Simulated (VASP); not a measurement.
KLuB2O6, 10 atoms in the cell. The structure is trigonal, space group R-3 (No. 148). The conventional cell has a = 5.148 Å, b = 5.148 Å, c = 16.799 Å, α = 90.00°, β = 90.00°, γ = 120.00°. Within 3.5 Å of K (site symmetry -3) lie 12 O at 2.67 to 3.33 Å and 6 B at 3.33 Å. Within 2.8 Å of Lu (site symmetry -3) lie 6 O at 2.15 Å. Within 1.8 Å of B (site symmetry 3) lie 3 O at 1.35 Å. Within 1.8 Å of O (site symmetry 1) lie 1 B at 1.35 Å. 

- Program: VASP 6.6.1
- Task: single point
- Functional: r2SCAN
- Potentials or basis: VASP PAW PBE potentials, release 64 (K_sv, Lu, B, O)
- Cutoff: 520 eV
- k mesh: 5 × 5 × 5
- Occupations: fermi-dirac, width 0.1 eV
- Spin: no spin polarisation
- Dipole correction: no
- Further INCAR settings: ALGO = Normal; EDIFF = 1e-06; NBANDS = 49

Potentials or basis: VASP PAW PBE potentials, release 64 (K_sv, Lu, B, O).

Command:

```bash
$ cat potpaw_PBE.64/K_sv/POTCAR potpaw_PBE.64/Lu/POTCAR potpaw_PBE.64/B/POTCAR potpaw_PBE.64/O/POTCAR > POTCAR
$ cp INCAR.step1 INCAR
$ mpirun -np 1 vasp_std > vasp.out
$ cp INCAR.step2 INCAR
$ mpirun -np 1 vasp_std > vasp.out
```

Hardware: 1 thread of AMD EPYC 7R13 Processor (Zen 3), on a shared host.

Question: Estimate the wall time of this run.

Answer: It took 11 min on 1 thread of AMD EPYC 7R13 Processor (Zen 3), with other jobs on the host, peak memory 0.34 GiB. Counts: k points 23.
